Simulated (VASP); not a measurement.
A run of VASP 6.6.1 is set up as follows.

INCAR

```
SYSTEM = Ni
ALGO     = Normal         ! electronic algorithm
EDIFF    = 1E-6           ! SCF threshold, eV
ENCUT    = 520            ! plane-wave cutoff, eV
GGA      = PE             ! functional
ISIF     = 2              ! what is computed and relaxed
ISMEAR   = -1             ! smearing method
ISPIN    = 2              ! spin polarisation
LASPH    = .True.         ! aspherical terms in the spheres
LCHARG   = .True.         ! write CHGCAR
LELF     = .True.         ! ELF
LMAXMIX  = 4              ! l up to which the mixer works
LORBIT   = 11             ! projections on sites
LREAL    = .False.        ! projectors in reciprocal space
LVHAR    = .True.       
LWAVE    = .False.        ! write WAVECAR
MAGMOM   = 2              ! initial moments
NBANDS   = 15             ! bands
NELM     = 150            ! most SCF steps
PREC     = Accurate       ! precision mode
SIGMA    = 0.1            ! smearing width, eV
```

File KPOINTS:

```
k-points
0
Gamma
  10 9 9
  0 0 0
```

File POSCAR:

```
Ni
1.0
   -0.0260632946      1.7081174096      1.7038403047
    1.7637999056     -0.0850212315      1.7627982417
    1.7227417024      1.7260271600     -0.0439730451
Ni
1
Direct
    0.0000000000      0.0000000000      0.0000000000
```

Potentials or basis: VASP PAW PBE potentials, release 64 (Ni).

Launch:

```sh
$ cat potpaw_PBE.64/Ni/POTCAR > POTCAR
$ mpirun -np 1 vasp_std > vasp.out
```

Question: Estimate the pressure.

Answer: 1.9 GPa.

Question: Estimate the net moment.

Answer: 0.58 μB per cell.

Question: What does it give for the site moments?

Answer: Ni +0.59 μB.

Stress tensor (GPa, compression positive):
```
 1.13  4.69 -1.54
 4.69  2.53  7.93
-1.54  7.93  2.11
```
